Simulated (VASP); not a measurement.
# Ir (P1) in VASP: single point with PBE

Aim: the single point of Ir with PBE.

All numbers are computed with VASP 6.6.1; they aren't measurements. Logs are shortened: lines on timing, memory, paths and dates and some standing lists are left out, and cuts for length are marked.

## Step 1: The cell of the first run

The typed cell holds 8 atoms: a = 5.242 Å, b = 5.242 Å, c = 5.503 Å, α = 105.21°, β = 105.21°, γ = 116.69°.

## Step 2: Single point, PBE (atoms moved at random)

INCAR

```
SYSTEM = Ir
ALGO = Normal
EDIFF = 1E-6
ENCUT = 500
GGA = PE
GGA_COMPAT = .False.
ISIF = 2
ISMEAR = 0
LASPH = .True.
LCHARG = .False.
LREAL = .False.
LWAVE = .False.
NBANDS = 78
NELM = 120
PREC = Accurate
SIGMA = 0.15
```

KPOINTS

```
k-points
0
Gamma
  6 6 6
  0 0 0
```

POSCAR

```
Ir
1.0
    1.3756889473     -2.3827631521      4.4622900000
    1.3756889473     -2.3827631521     -4.4622900000
    2.7513778946      4.7655263042      0.0000000000
Ir
8
Direct
   -0.1052615569      0.2315447406      0.2804922251
    0.5223415027      0.8005365544      0.2893436636
    0.1872755828      0.3865430863      0.9155914558
    0.4688455041      0.7271753140      0.8594439181
    0.5622745355      0.2735349707      0.1941099293
    0.9730175155      0.7264825668      0.1872540774
    0.4827530840      0.2557938473      0.6622407402
    0.9087538322      0.5983889198      0.6115239905
```

Potentials or basis: VASP PAW PBE potentials, release 64 (Ir_sv_GW).

Started as:

```
cat potpaw_PBE.64/Ir_sv_GW/POTCAR > POTCAR
mpirun -np 1 vasp_std > vasp.out
```

OUTCAR:

```text
SYSTEM = Ir
   EDIFF = 1E-6
   ENCUT = 500
   GGA = PE
   ISIF = 2
   ISMEAR = 0
   LASPH = .True.
   LREAL = .False.
   NELM = 120
   PREC = Accurate

 ion  position               nearest neighbor table
   1  0.895  0.232  0.280-   5 1.81   8 2.23   2 2.25   4 2.47   6 2.65   6 2.80   3 2.90   4 3.09
                             3 3.13   7 3.17   2 3.28
   2  0.522  0.801  0.289-   3 2.09   4 2.21   1 2.25   5 2.60   6 2.61   6 2.73   5 2.79   7 2.84
                             8 3.07   1 3.28
   3  0.187  0.387  0.916-   4 1.90   2 2.09   7 2.53   5 2.55   8 2.70   6 2.82   1 2.90   1 3.13
                             7 3.25
   4  0.469  0.727  0.859-   3 1.90   2 2.21   7 2.47   1 2.47   8 2.56   5 2.71   6 2.78   1 3.09
                             8 3.19   7 3.21
   5  0.562  0.274  0.194-   1 1.81   8 2.11   6 2.40   3 2.55   2 2.60   4 2.71   7 2.73   2 2.79
                             7 2.82   6 3.11
   6  0.973  0.726  0.187-   5 2.40   2 2.61   1 2.65   8 2.65   2 2.73   7 2.75   7 2.78   4 2.78
                             1 2.80   3 2.82   8 2.95   5 3.11
   7  0.483  0.256  0.662-   8 2.30   4 2.47   3 2.53   5 2.73   6 2.75   6 2.78   5 2.82   2 2.84
                             1 3.17   4 3.21   3 3.25   8 3.28
   8  0.909  0.598  0.612-   5 2.11   1 2.23   7 2.30   4 2.56   6 2.65   3 2.70   6 2.95   2 3.07
                             4 3.19   7 3.28

  LATTYP: Found a face centered orthorhombic cell.
 ALAT       =     5.5027557891
 B/A-ratio  =     1.6218382828
 C/A-ratio  =     1.7320508076

  Lattice vectors:

 A1 = (   4.1270668419,   2.3827631521,  -4.4622900000)
 A2 = (   5.5027557892,   0.0000000000,   0.0000000000)
 A3 = (   1.3756889473,  -2.3827631521,  -4.4622900000)

Analysis of symmetry for initial positions (statically):
=====================================================================
 Subroutine PRICEL returns:
 Original cell was already a primitive cell.

 Routine SETGRP: Setting up the symmetry group for a
 face centered orthorhombic supercell.

 Subroutine GETGRP returns: Found  1 space group operations
 (whereof  1 operations were pure point group operations)
 out of a pool of  8 trial point group operations.

The static configuration has the point symmetry C_1 .

Analysis of symmetry for dynamics (positions and initial velocities):
=====================================================================
 Subroutine PRICEL returns:
 Original cell was already a primitive cell.

 Routine SETGRP: Setting up the symmetry group for a
 face centered orthorhombic supercell.

 Subroutine GETGRP returns: Found  1 space group operations
 (whereof  1 operations were pure point group operations)
 out of a pool of  8 trial point group operations.

The dynamic configuration has the point symmetry C_1 .

 Subroutine INISYM returns: Found  1 space group operations
 (whereof  1 operations are pure point group operations),
 and found     1 'primitive' translations

----------------------------------------------------------------------------------------

                                     Primitive cell

  volume of cell :     117.0170

  direct lattice vectors                    reciprocal lattice vectors
     1.375688947 -2.382763152  4.462290000     0.181727127 -0.104920206  0.112050091
     1.375688947 -2.382763152 -4.462290000     0.181727127 -0.104920206 -0.112050091
     2.751377895  4.765526304  0.000000000     0.181727127  0.104920206  0.000000000

  length of vectors
     5.242338444  5.242338444  5.502755789     0.237882789  0.237882789  0.209840411

  position of ions in fractional coordinates (direct lattice)
     0.894738443  0.231544741  0.280492225
     0.522341503  0.800536554  0.289343664
     0.187275583  0.386543086  0.915591456
     0.468845504  0.727175314  0.859443918
     0.562274536  0.273534971  0.194109929
     0.973017515  0.726482567  0.187254077
     0.482753084  0.255793847  0.662240740
     0.908753832  0.598388920  0.611523990

  ion indices of the primitive-cell ions
   primitive index   ion index
                 1           1
                 2           2
                 3           3
                 4           4
                 5           5
                 6           6
                 7           7
                 8           8

----------------------------------------------------------------------------------------

 KPOINTS: k-points

Automatic generation of k-mesh.
 Grid dimensions read from file:
 generate k-points for:    6    6    6

 Generating k-lattice:

  Cartesian coordinates                     Fractional coordinates (reciprocal lattice)
     0.030287854 -0.017486701  0.018675015     0.166666667  0.000000000  0.000000000
     0.030287854 -0.017486701 -0.018675015     0.000000000  0.166666667  0.000000000
     0.030287854  0.017486701  0.000000000     0.000000000  0.000000000  0.166666667

  Length of vectors
     0.039647131  0.039647131  0.034973402

  Shift w.r.t. Gamma in fractional coordinates (k-lattice)
     0.000000000  0.000000000  0.000000000

 Subroutine IBZKPT returns following result:
 ===========================================

 Found    112 irreducible k-points:

 Following reciprocal coordinates:
            Coordinates               Weight
  0.000000  0.000000  0.000000      1.000000
  0.166667  0.000000  0.000000      2.000000
 -0.000000  0.166667 -0.166667      2.000000
  0.000000 -0.166667 -0.000000      2.000000
 -0.166667  0.000000  0.166667      2.000000
  0.333333  0.000000  0.000000      2.000000
[... 16 lines left out ...]
  0.500000 -0.166667 -0.333333      2.000000
 -0.333333  0.166667 -0.000000      2.000000
 [... further k-points ...]
   k-points           NKPTS =    112   k-points in BZ     NKDIM =    112   number of bands    NBANDS=     78
   number of dos      NEDOS =    301   number of ions     NIONS =      8
   total plane-waves  NPLWV =  64000
   dimension x,y,z NGX =    40 NGY =   40 NGZ =   40
   dimension x,y,z NGXF=    80 NGYF=   80 NGZF=   80
   ions per type =               8
   NGX,Y,Z   is equivalent  to a cutoff of  12.68, 12.68, 12.08 a.u.
   NGXF,Y,Z  is equivalent  to a cutoff of  25.37, 25.37, 24.17 a.u.
 SYSTEM =  Ir
   PREC   = accura    normal or accurate (medium, high low for compatibility)
   ISTART =      0    job   : 0-new  1-cont  2-samecut
   ICHARG =      2    charge: 1-file 2-atom 10-const
   ISPIN  =      1    spin polarized calculation?
   LNONCOLLINEAR =      F non collinear calculations
   LSORBIT =      F    spin-orbit coupling
   LASPH  =      T    aspherical Exc in radial PAW
   ENCUT  =  500.0 eV  36.75 Ry    6.06 a.u.   9.56  9.56 10.03*2*pi/ulx,y,z
   NELM   =    120;   NELMIN=  2; NELMDL= -5     # of ELM steps
   EDIFF  = 0.1E-05   stopping-criterion for ELM
   LREAL  =      F    real-space projection
   EDIFFG = 0.1E-04   stopping-criterion for IOM
   NSW    =      0    number of steps for IOM
   IBRION =     -1    ionic relax: 0-MD 1-quasi-New 2-CG
   NFREE  =      0    steps in history (QN), initial steepest desc. (CG)
   ISIF   =      2    stress and relaxation
   ISYM   =      2    0-nonsym 1-usesym 2-fastsym
   POTIM  = 0.5000    time-step for ionic-motion
   TEBEG  =    0.0;   TEEND  =   0.0 temperature during run
   PSTRESS=    0.0 pullay stress
   NELECT =     136.0000    total number of electrons
   NUPDOWN=      -1.0000    fix difference up-down
   EMIN   =  10.00;   EMAX   =-10.00  energy-range for DOS
   EFERMI =   0.00;   METHOD = LEGACY
   ISMEAR =     0;   SIGMA  =   0.15  broadening in eV -4-tet -1-fermi 0-gaus
   EFERMI_NEDOS =   21; number of points for ismear=-14 and -15
   IALGO  =     38    algorithm
   IMIX   =      4    mixing-type and parameters
     AMIX     =   0.40;   BMIX     =  1.00
     AMIX_MAG =   1.60;   BMIX_MAG =  1.00
  volume/ion in A,a.u.               =      14.63        98.71
  Fermi-wavevector in a.u.,A,eV,Ry     =   1.721227  3.252648 40.308928  2.962623
  Thomas-Fermi vector in A             =   2.797519
   LORBIT       =      0    0 simple, 1 ext, 2 COOP (PROOUT), +10 PAW based schemes
   GGA     = PE    functional components
   LHFCALC =     F    Hartree Fock is set to
   AEXX    =    0.0000 exact exchange contribution
   IVDW    =     0    specifies the selected vdW correction
   LEPSILON=     F    determine dielectric tensor
   LRPA    =     F    only Hartree local field effects (RPA)
 non-spin polarized calculation
 Gauss-broadening in eV      SIGMA  =   0.15
  energy-cutoff  :      500.00
  volume of cell :      117.02
 maximum number of plane-waves:      3004
 NGX is ok and might be reduce to    40
   NGX = 19   NGY = 19   NGZ = 21

 number of electron     136.0000000 magnetization

 Free energy of the ion-electron system (eV)
  ---------------------------------------------------
  ext. energy  EPLUGINS =         0.00000000
  ---------------------------------------------------
  free energy    TOTEN  =       -45.40826338 eV

  energy without entropy =      -45.31095760  energy(sigma->0) =      -45.35961049

 E-fermi :  12.6276     XC(G=0): -14.0188

 val. band max:       12.6264087655   @ k =   0.1667   0.0000   0.1667
 cond. band min:      12.6280268908   @ k =   0.1667   0.3333   0.3333
 fundamental gap:      0.0016181253
 Fermi energy:        12.6276408466

 k-point     1 :       0.0000    0.0000    0.0000
  band No.  band energies     occupation
      1     -82.4837      2.00000
      2     -81.5709      2.00000
      3     -81.2098      2.00000
      4     -80.8137      2.00000
      5     -80.5928      2.00000
      6     -80.4537      2.00000
[... 70 lines left out ...]
     77      15.7161      0.00000
     78      15.7799      0.00000

 k-point     2 :       0.1667    0.0000    0.0000
  band No.  band energies     occupation
      1     -82.4836      2.00000
      2     -81.5710      2.00000
      3     -81.2100      2.00000
      4     -80.8138      2.00000
      5     -80.5928      2.00000
      6     -80.4538      2.00000
[... 70 lines left out ...]
     77      15.3907      0.00000
     78      15.8291      0.00000
[... 1699 lines left out ...]
     77      15.6000      0.00000
     78      16.7187      0.00000

 k-point    24 :      -0.3333    0.1667   -0.0000
  band No.  band energies     occupation
      1     -82.4834      2.00000
      2     -81.5715      2.00000
      3     -81.2099      2.00000
      4     -80.8138      2.00000
      5     -80.5928      2.00000
      6     -80.4538      2.00000
[... 70 lines left out ...]
     77      15.2095      0.00000
     78      16.9089      0.00000

 [... further k-points ...]

------------------------ aborting loop because EDIFF is reached ----------------------------------------

  FORCE on cell =-STRESS in cart. coord.  units (eV):
  Direction    XX          YY          ZZ          XY          YZ          ZX
  --------------------------------------------------------------------------------------
  -------------------------------------------------------------------------------------
  Total      105.1406957     89.9583654     93.9710874    -21.7210266     -6.6151292      7.9005728
  in kB     1439.5691360   1231.6951636   1286.6366937   -297.4007286    -90.5732622    108.1733457
  external PRESSURE =    1319.3003311 kB  Pullay stress =       0.0000000 kB

 VOLUME and BASIS-vectors are now :
 -----------------------------------------------------------------------------
  energy-cutoff  :      500.00
  volume of cell :      117.02
      direct lattice vectors                 reciprocal lattice vectors
     1.375688947 -2.382763152  4.462290000     0.181727127 -0.104920206  0.112050091
     1.375688947 -2.382763152 -4.462290000     0.181727127 -0.104920206 -0.112050091
     2.751377895  4.765526304  0.000000000     0.181727127  0.104920206  0.000000000

 POSITION                                       TOTAL-FORCE (eV/Angst)
 -----------------------------------------------------------------------------------
      2.32116     -1.34697      2.95936        16.451357    -16.107714     44.503862
      2.61596     -1.77323     -1.24139        15.691612     13.604059     -0.272908
      3.30853      2.99600     -0.88919       -26.221174     27.462948      4.334930
      4.01001      1.24587     -1.15274         4.412437    -32.873859     -4.010711
      1.68388     -1.06650      1.28844       -28.062234      7.695977    -39.117909
      2.85319     -3.15714      1.10011         1.738684     -4.000280     -1.300071
      2.83809      1.39614      1.01276        -4.117649      3.702768      2.606294
      3.75589     -0.67693      1.38494        20.106967      0.516100     -6.743486
 -----------------------------------------------------------------------------------
    total drift:                                0.000148     -0.000318      0.000164

  FREE ENERGIE OF THE ION-ELECTRON SYSTEM (eV)
  ---------------------------------------------------
  free  energy   TOTEN  =       -45.4082633822 eV

  energy  without entropy=      -45.3109576030  energy(sigma->0) =      -45.35961049
```

It took 27 min on 1 thread of Intel Xeon Platinum 8259CL at 2.50GHz (Skylake/Cascade Lake), shared host; peak memory 0.72 GiB.

Results:

- Free energy: -45.4083 eV
- Pressure: 131.9 GPa
- Largest force: 50.107 eV/Å
- Band gap on the k mesh: zero (bands 68 and 69 overlap by 0.58 eV)

Forces on the atoms (eV/Å):
```
Ir   16.451 -16.108  44.504
Ir   15.692  13.604  -0.273
Ir  -26.221  27.463   4.335
Ir    4.412 -32.874  -4.011
Ir  -28.062   7.696 -39.118
Ir    1.739  -4.000  -1.300
Ir   -4.118   3.703   2.606
Ir   20.107   0.516  -6.743
```

Stress tensor (GPa, compression positive):
```
143.96 -29.74  10.82
-29.74 123.17  -9.06
 10.82  -9.06 128.66
```

Levels at points of the mesh, in eV from the Fermi level:
```tsv
k point	band 66	band 67	band 68	band 69	band 70	band 71
(0.00, 0.00, 0.00)	-0.09	0.03	0.30	0.38	0.72	1.01
(0.50, 0.00, 0.00)	-0.70	-0.23	-0.09	0.01	0.11	0.67
(0.00, 0.50, 0.50)	-0.81	-0.39	-0.15	0.07	0.30	0.47
(0.00, 0.50, 0.00)	-0.67	-0.41	-0.09	-0.01	0.28	0.50
(0.50, 0.00, 0.50)	-0.73	-0.56	-0.37	-0.28	0.34	0.53
(0.50, 0.50, 0.00)	-0.27	-0.11	0.15	0.24	0.50	0.56
(0.00, 0.00, 0.50)	-0.75	-0.45	-0.27	0.24	0.36	0.63
(0.50, 0.50, 0.50)	-1.11	-0.36	-0.25	-0.14	0.08	0.44
```

Caveat: the cell differs from its parent crystal (atoms moved at random); atoms lie so close that the PAW spheres overlap strongly, which falsifies energies and pressures; the cell stands under pressure; spin-orbit coupling is left out, which moves the levels of the heavy elements; forces of over 1 eV/Å act on the atoms, so gaps and moduli don't describe the material at rest.
